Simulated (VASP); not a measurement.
The system is Cs2H3.

```
Cs H
1.0
     7.43761    0.00000    0.00000
    -3.71880    6.44116    0.00000
     0.00000    0.00000    4.08016
Cs H
2 3
Direct
  0.33333 0.66667 0.50000
  0.66667 0.33333 0.50000
  0.50000 0.00000 0.00000
  0.00000 0.50000 0.00000
  0.50000 0.50000 0.00000
```

The cell was generated, and may not be a known phase.

- Program: VASP 6.6.1
- Task: relaxation of cell and atoms
- Functional: PBE
- Potentials or basis: VASP PAW PBE potentials, release 64 (Cs_sv, H)
- Cutoff: 600 eV
- k mesh: 6 × 6 × 10
- Occupations: gaussian, width 0.1 eV
- Spin: no spin polarisation

At the start: pressure 0.3 GPa; volume 39.09 Å³/atom.

Problem. How do energy, volume and symmetry change on relaxing?

Solution. Over 6 steps the energy falls by 2.9 meV/atom and the volume is 41.73 Å³/atom (+6.7 %); space group P6/mmm (No. 191, to 0.1 Å) before and after.

The path:
```tsv
step	energy change (eV)	largest force (eV/Å)	pressure (GPa)	volume (Å³)
1	0.0000	0.0000	0.33	195.47
2	-0.0044	0.0000	0.26	197.77
3	-0.0120	0.0000	0.06	204.79
4	-0.0127	0.0000	-0.02	207.81
5	-0.0137	0.0000	-0.01	208.06
6	-0.0146	0.0000	0.00	208.63
```

Final structure:
```
Cs H
1.0
     7.67065    0.00000    0.00000
    -3.83532    6.64298    0.00000
     0.00000    0.00000    4.09425
Cs H
2 3
Direct
  0.33333 0.66667 0.50000
  0.66667 0.33333 0.50000
  0.50000 0.00000 0.00000
  0.00000 0.50000 0.00000
  0.50000 0.50000 0.00000
```

Caveat: an odd number of electrons without spin polarisation forces a metal; a magnetic or distorted state may lie lower.
